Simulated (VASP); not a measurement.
Set up this calculation in VASP 6.6.1, as the native input.

```
Task                   : single point
Functional             : PBEsol
Potentials or basis    : VASP PAW PBE potentials, release 64 (Si)
Cutoff                 : 520 eV
k mesh                 : 12 × 12 × 12
Occupations            : gaussian, width 0.03 eV
Spin                   : no spin polarisation
Dipole correction      : no
Further INCAR settings : ALGO = Normal; EDIFF = 1e-07; NBANDS = 16
```

The structure of Si lies in POSCAR:

```
Si
1.0
   -3.3060111401      3.3060111401      1.8341749805
    3.3060111401     -3.3060111401      1.8341749805
    3.3060111401      3.3060111401     -1.8341749805
Si
4
Direct
    0.1787304307      0.1787304307      0.3574608614
    0.8212695693      0.8212695693      0.6425391386
    0.1787304307      0.8212695693      0.0000000000
    0.8212695693      0.1787304307      0.0000000000
```

These files were run (other wordings do the same):

INCAR

```
SYSTEM = Si
PREC     = Accurate       ! precision mode
ENCUT    = 520            ! plane-wave cutoff, eV
EDIFF    = 1E-7           ! SCF threshold, eV
ISMEAR   = 0              ! smearing method
SIGMA    = 0.03           ! smearing width, eV
LREAL    = .FALSE.        ! projectors in reciprocal space
LASPH    = .TRUE.         ! aspherical terms in the spheres
NELM     = 80             ! most SCF steps
ALGO     = Normal         ! electronic algorithm
ISIF     = 2              ! what is computed and relaxed
LWAVE    = .FALSE.        ! write WAVECAR
LCHARG   = .TRUE.         ! write CHGCAR
GGA      = PS             ! functional
LELF     = .TRUE.         ! ELF
LVHAR    = .TRUE.       
NBANDS   = 16             ! bands
```

KPOINTS

```
Automatic mesh
0
G
  12 12 12
  0 0 0
```

Potentials or basis: VASP PAW PBE potentials, release 64 (Si).

Launch:

```console
$ cat potpaw_PBE.64/Si/POTCAR > POTCAR
$ mpirun -np 1 vasp_std > vasp.out
```

Results of the run:

| Property | Result |
| --- | --- |
| Pressure | 5.8 GPa |
| Largest force | 0.473 eV/Å |
| Band gap on the k mesh | 0.04 eV (least direct gap 0.74 eV) |

Caveat: the stress differs along the axes, from 3 to 11 GPa; the PAW data sets were made with another functional, which shifts forces and pressure a little.

Run time: 3.5 min on 1 thread of Intel(R) Xeon(R) Platinum 8488C (Sapphire Rapids) (shared host), peak memory 0.32 GiB.
